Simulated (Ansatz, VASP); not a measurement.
**AlAu2: VASP beside Ansatz**

```
CELL_PARAMETERS angstrom
-1.63580 1.63580 4.09785
1.63580 -1.63580 4.09785
1.63580 1.63580 -4.09785
ATOMIC_POSITIONS crystal
Al 0.00000 0.00000 0.00000
Au 0.65704 0.65704 0.00000
Au 0.34296 0.34296 0.00000
```

Alike in both runs: task single point; functional LDA; k mesh 16 × 16 × 16; occupations gaussian, width 0.15 eV; no spin polarisation.

|  | VASP | Ansatz |
| --- | --- | --- |
| version | VASP 6.6.1 | Ansatz 0.2.0 |
| potentials or method | VASP PAW LDA potentials, release 64 (Al, Au), cutoff 520 eV | scalar-relativistic, plane waves, PAW |
| valence electrons in the cell | 25 | 41 |

|  | VASP | Ansatz | Ansatz less VASP |
| --- | --- | --- | --- |
| gap on the k mesh at the Fermi level (eV) | none | none | - |
| pressure (GPa) | 17.4 | 16.9 | -0.52 |
| traceless stress, the component that is largest in VASP (GPa) | 7.24 | 7.07 | -0.171 |
| rms of the force components (eV/Å) | 0.372 | 0.365 | -0.0071 |

LDA's correlation is that of Perdew and Zunger in VASP and of Perdew and Wang (1992) in Ansatz. Atom by atom the forces differ by 0.007 eV/Å (rms over components). A gap of «none» marks a metal or a gap that the smearing closes. VASP's potentials hold 25 valence electrons a cell and Ansatz's 41, so a difference there can come from the potentials and not from the codes.

Spin-orbit coupling is off throughout.
